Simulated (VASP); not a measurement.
A run of VASP 6.6.1 is set up as follows.

Contents of INCAR:

```
SYSTEM = Al2BP3
PREC     = Accurate       ! precision mode
ENCUT    = 520            ! plane-wave cutoff, eV
EDIFF    = 1E-6           ! SCF threshold, eV
ISMEAR   = 0              ! smearing method
SIGMA    = 0.1            ! smearing width, eV
LREAL    = .False.        ! projectors in reciprocal space
LASPH    = .True.         ! aspherical terms in the spheres
NELM     = 100            ! most SCF steps
ALGO     = Normal         ! electronic algorithm
ISIF     = 2              ! what is computed and relaxed
LWAVE    = .False.        ! write WAVECAR
LCHARG   = .True.         ! write CHGCAR
GGA      = PE             ! functional
LELF     = .True.         ! ELF
LVHAR    = .True.       
NBANDS   = 36             ! bands
```

Contents of KPOINTS:

```
Automatic mesh
0
Gamma
  6 6 1
  0 0 0
```

File POSCAR:

```
Al2BP3
1.0
    3.5948848600      0.0000000000      0.0000000000
   -1.7974424300      3.1132616100      0.0000000000
    0.0000000000      0.0000000000     17.7017155200
Al B P
4 2 6
Direct
    0.3333333300      0.6666666700      0.0000230000
    0.3333333300      0.6666666700      0.6666896700
    0.6666666700      0.3333333300      0.1666896700
    0.6666666700      0.3333333300      0.5000230000
    0.3333333300      0.6666666700      0.3333563300
    0.6666666700      0.3333333300      0.8333563300
    0.3333333300      0.6666666700      0.1249770000
    0.3333333300      0.6666666700      0.4583103400
    0.3333333300      0.6666666700      0.7916436700
    0.6666666700      0.3333333300      0.2916436700
    0.6666666700      0.3333333300      0.6249770000
    0.6666666700      0.3333333300      0.9583103400
```

Potentials or basis: VASP PAW PBE potentials, release 64 (Al, B, P).

Command:

```bash
$ cat potpaw_PBE.64/Al/POTCAR potpaw_PBE.64/B/POTCAR potpaw_PBE.64/P/POTCAR > POTCAR
$ mpirun -np 1 vasp_std > vasp.out
```

(1) Predict the pressure.

(2) Estimate the largest force.

## Answers

(1) 12.1 GPa.

(2) 3.616 eV/Å.

Caveat: forces of over 1 eV/Å act on the atoms, so gaps and moduli don't describe the material at rest.
